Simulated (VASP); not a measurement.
Ca, 1 atom in the cell. It takes space group I4/mmm (No. 139, tetragonal). The conventional cell has a = 4.704 Å, b = 4.704 Å, c = 4.480 Å, α = 90.00°, β = 90.00°, γ = 90.00°. Within 5.3 Å of Ca (site symmetry 4/mmm) lie 14 Ca at 4.01 to 4.70 Å.  This cell differs from its parent crystal: strain +0.050 along x and y, +0.000 along z.

* Program: VASP 6.6.1
* Task: single point
* Functional: r2SCAN
* Potentials or basis: VASP PAW PBE potentials, release 64 (Ca_sv)
* Cutoff: 550 eV
* k mesh: 16 × 16 × 16
* Occupations: gaussian, width 0.15 eV
* Spin: no spin polarisation
* Dipole correction: no
* Further INCAR settings: ALGO = Normal; EDIFF = 1e-06; NBANDS = 11

Potentials or basis: VASP PAW PBE potentials, release 64 (Ca_sv).

The run is started by

```console
$ cat potpaw_PBE.64/Ca_sv/POTCAR > POTCAR
$ cp INCAR.step1 INCAR
$ mpirun -np 1 vasp_std > vasp.out
$ cp INCAR.step2 INCAR
$ mpirun -np 1 vasp_std > vasp.out
```

Hardware: 1 thread of AMD EPYC 7R43 64-Core Processor (Zen 3) (shared host).

**Question.** Estimate the wall time of this run.

**Answer.** Wall time 15 min on 1 thread of AMD EPYC 7R43 64-Core Processor (Zen 3), with other jobs on the host, peak memory 0.31 GiB. Counts: k points 349.
